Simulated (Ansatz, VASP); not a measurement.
GdCu in VASP and in Ansatz

```
Gd Cu
1.0
     0.00000    3.50200    3.50200
     3.50200    0.00000    0.00000
     0.00000    3.50200   -3.50200
Gd Cu
2 2
Direct
  0.50000 0.50000 0.00000
  0.00000 0.50000 0.50000
  0.00000 0.00000 0.00000
  0.50000 0.00000 0.50000
```

Alike in both runs: task single point; functional LDA; k mesh 7 × 10 × 7; occupations fermi-dirac, width 0.05 eV; collinear spin.

|  | VASP | Ansatz |
| --- | --- | --- |
| version | VASP 6.6.1 | Ansatz 0.2.0 |
| potentials or method | VASP PAW PBE potentials, release 64 (Gd, Cu), cutoff 520 eV | all-electron PAW with datasets made for the crystal, scalar-relativistic |

Ansatz gave:

- pressure (GPa): -6.1
- traceless stress, the component that is largest in VASP (GPa): 0.06
- net moment per atom (μB): 3.55
- size of the moment on the site where the two differ most (μB): 6.94

Q: Estimate VASP's values.

A: Pressure (GPa): -5.6; traceless stress, the component that is largest in VASP (GPa): 0.06; net moment per atom (μB): 3.53; size of the moment on the site where the two differ most (μB): 6.77.

VASP's potentials were made for PBE, not for LDA. LDA's correlation is that of Perdew and Zunger in VASP and of Perdew and Wang (1992) in Ansatz. Site moments also hang on the region over which each program counts them. Ansatz ran all-electron here, and VASP with PAW potentials.

Spin-orbit coupling is off throughout.
